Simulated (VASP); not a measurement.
Here is a VASP 6.6.1 calculation.

The input INCAR:

```
ALGO = Normal ; EDIFF = 1E-6
ENCUT = 520 ; GGA = PE
ISIF = 2 ; ISMEAR = 0
LASPH = T ; LCHARG = F
LREAL = F ; LWAVE = F
NBANDS = 28 ; NELM = 60
PREC = Accurate ; SIGMA = 0.05
```

The input KPOINTS:

```
k-points
0
Gamma
  8 8 6
```

Contents of POSCAR:

```
PbO
1.0
    3.9744000000      0.0000000000      0.0000000000
    0.0000000000      3.9744000000      0.0000000000
    0.0000000000      0.0000000000      5.1475500000
Pb O
2 2
Direct
    0.0000000000      0.5000000000      0.2351000000
    0.5000000000      0.0000000000      0.7649000000
    0.0000000000      0.0000000000      0.0000000000
    0.5000000000      0.5000000000      0.0000000000
```

Potentials or basis: VASP PAW PBE potentials, release 64 (Pb_d, O).

Run with:

```sh
$ cat potpaw_PBE.64/Pb_d/POTCAR potpaw_PBE.64/O/POTCAR > POTCAR
$ mpirun -np 1 vasp_std > vasp.out
```

Question: Estimate the largest force.

Answer: 0.056 eV/Å.

Question: Predict the band gap on the k mesh.

Answer: 1.22 eV, indirect (least direct gap 2.19 eV).

Question: Estimate the pressure.

Answer: 3.0 GPa.

Forces on the atoms (eV/Å):
```
Pb   0.000  0.000  0.056
Pb   0.000  0.000 -0.056
O    0.000  0.000  0.000
O    0.000  0.000  0.000
```

Caveat: the cell differs from its parent crystal (strain +0.000 along x and y, +0.025 along z); spin-orbit coupling is left out, which moves the levels of the heavy elements. A k mesh can miss the band edges.
